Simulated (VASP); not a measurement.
Wanted: the native input for a VASP 6.6.1 run.

| Item | Value |
| --- | --- |
| Task | single point |
| Functional | PBEsol |
| Potentials or basis | VASP PAW PBE potentials, release 64 (Ni) |
| Cutoff | 520 eV |
| k mesh | 26 × 26 × 26 |
| Occupations | fermi-dirac, width 0.05 eV |
| Spin | collinear spin, ferromagnetic start |
| Starting moments | [0.651] μB |
| Dipole correction | no |
| Further INCAR settings | ALGO = Normal; EDIFF = 1e-06; NBANDS = 15 |

The structure of Ni lies in POSCAR:

```
Ni
1.0
    0.0000000000      1.7769672657      1.7769672657
    1.7769672657      0.0000000000      1.7769672657
    1.7769672657      1.7769672657      0.0000000000
Ni
1
Direct
    0.0000000000      0.0000000000      0.0000000000
```

One way to write it, as run:

INCAR

```
SYSTEM = Ni
ALGO = Normal
EDIFF = 1E-6
ENCUT = 520
GGA = PS
ISIF = 2
ISMEAR = -1
ISPIN = 2
LASPH = .TRUE.
LCHARG = .FALSE.
LMAXMIX = 4
LORBIT = 11
LREAL = .FALSE.
LWAVE = .FALSE.
MAGMOM = 0.651
NBANDS = 15
NELM = 150
PREC = Accurate
SIGMA = 0.05
```

KPOINTS

```
k-points
0
G
  26 26 26
  0 0 0
```

Potentials or basis: VASP PAW PBE potentials, release 64 (Ni).

Run with:

```console
$ cat potpaw_PBE.64/Ni/POTCAR > POTCAR
$ mpirun -np 1 vasp_std > vasp.out
```

It gave:

| Property | Result |
| --- | --- |
| Pressure | -14.6 GPa |
| Net moment | 0.64 μB per cell |
| Site moments | Ni +0.65 μB |
| Valence electrons inside the program's atomic spheres | Ni 9.26 |

Caveat: the cell stands under tension; the PAW data sets were made with another functional, which shifts forces and pressure a little.

Wall time 4.6 min on 1 thread of Intel Xeon 8259CL (shared host), peak memory 0.24 GiB.
